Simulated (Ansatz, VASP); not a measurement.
Two plane-wave programs on CaO

POSCAR

```
CaO
1.0
    0.0000000000      2.4215256147      2.4215256147
    2.4215256147      0.0000000000      2.4215256147
    2.4215256147      2.4215256147      0.0000000000
Ca O
1 1
Direct
    0.0000000000      0.0000000000      0.0000000000
    0.5000000000      0.5000000000      0.5000000000
```

Contents of INCAR.step1:

```
SYSTEM = CaO
  PREC = Accurate
  ENCUT = 520
  EDIFF = 1E-5
  ISMEAR = 0
  SIGMA = 0.01
  LREAL = .FALSE.
  LASPH = .TRUE.
  NELM = 100
  ALGO = Normal
  ISIF = 2
  LWAVE = .TRUE.
  NBANDS = 15
  GGA = PE
```

INCAR.step2

```
SYSTEM = CaO
  PREC = Accurate
  ENCUT = 520
  EDIFF = 1E-6
  ISMEAR = 0
  SIGMA = 0.01
  LREAL = .FALSE.
  LASPH = .TRUE.
  NELM = 100
  ALGO = Normal
  ISIF = 2
  LWAVE = .FALSE.
  LCHARG = .TRUE.
  GGA = PE
  LHFCALC = .TRUE.
  HFSCREEN = 0.2079
  PRECFOCK = Normal
  LELF = .TRUE.
  LVHAR = .TRUE.
  NBANDS = 15
  ISTART = 1
```

Contents of KPOINTS:

```
regular mesh
0
G
  6 6 6
  0 0 0
```

Input for Ansatz:

```yaml
crystal:
  lattice:
    - [0.0, 2.4215256147, 2.4215256147]
    - [2.4215256147, 0.0, 2.4215256147]
    - [2.4215256147, 2.4215256147, 0.0]
  atoms:
    - { symbol: Ca, position: [0.0, 0.0, 0.0] }
    - { symbol: O, position: [0.5, 0.5, 0.5] }
kpoints:
  mp_grid: { grid: [6, 6, 6] }
  band_path:
    path:
      - [0.0, 0.0, 0.0]
      - [0.5, 0.0, 0.5]
      - [0.625, 0.25, 0.625]
      - [0.375, 0.375, 0.75]
      - [0.5, 0.5, 0.5]
      - [0.5, 0.25, 0.75]
      - [0.0, 0.5, 0.5]
    npoints: 1
hamiltonian:
  xc: hse06
scf:
  occupations: { method: fixed }
  n_extra_bands: 4
output:
  forces: true
  stress: true
  eigenvalues: true
```

Change from the starting cell: hydrostatic strain +1.0%.

Alike in both runs: task single point; functional HSE06; k mesh 6 × 6 × 6; no spin polarisation.

|  | VASP | Ansatz |
| --- | --- | --- |
| version | VASP 6.6.1 | Ansatz 0.2.0 |
| potentials or method | VASP PAW PBE potentials, release 64 (Ca_sv, O) | plane waves, PAW |
| plane-wave cutoff (eV) | 520 | 420 |
| occupations | gaussian, width 0.01 eV | fixed |
| valence electrons in the cell | 16 | 16 |

Ansatz gave:

```
gap on the k mesh at the Fermi level (eV) : 5.31
pressure (GPa)                            : -3.0
```

Q: Estimate VASP's values.

A: gap on the k mesh at the Fermi level (eV): 5.30; pressure (GPa): -2.4.

Ansatz's warnings: stress exchange threshold loose, stress scf threshold loose.
